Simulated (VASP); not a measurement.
A run of VASP 6.6.1 is set up as follows.

The input INCAR:

```
PREC     = Accurate       # precision mode
ENCUT    = 520            # plane-wave cutoff, eV
EDIFF    = 1E-6           # SCF threshold, eV
ISMEAR   = -1             # smearing method
SIGMA    = 0.05           # smearing width, eV
LREAL    = F              # projectors in reciprocal space
LASPH    = T              # aspherical terms in the spheres
NELM     = 100            # most SCF steps
ALGO     = Normal         # electronic algorithm
ISIF     = 2              # what is computed and relaxed
LWAVE    = F              # write WAVECAR
LCHARG   = F              # write CHGCAR
GGA      = RP             # functional
NBANDS   = 17             # bands
```

The input KPOINTS:

```
Automatic mesh
0
Gamma
  7 7 7
```

Contents of POSCAR:

```
SnTe
1.0
    0.0000000000      3.1508500000      3.1508500000
    3.1508500000      0.0000000000      3.1508500000
    3.1508500000      3.1508500000      0.0000000000
Te Sn
1 1
Direct
    0.5000000000      0.5000000000      0.5000000000
    0.0000000000      0.0000000000      0.0000000000
```

Potentials or basis: VASP PAW PBE potentials, release 64 (Te, Sn_d).

Run with:

```sh
$ cat potpaw_PBE.64/Te/POTCAR potpaw_PBE.64/Sn_d/POTCAR > POTCAR
$ mpirun -np 1 vasp_std > vasp.out
```

(1) What does it give for the pressure?

Answers

(1) 3.6 GPa.

Caveat: the PAW data sets were made with another functional, which shifts forces and pressure a little.
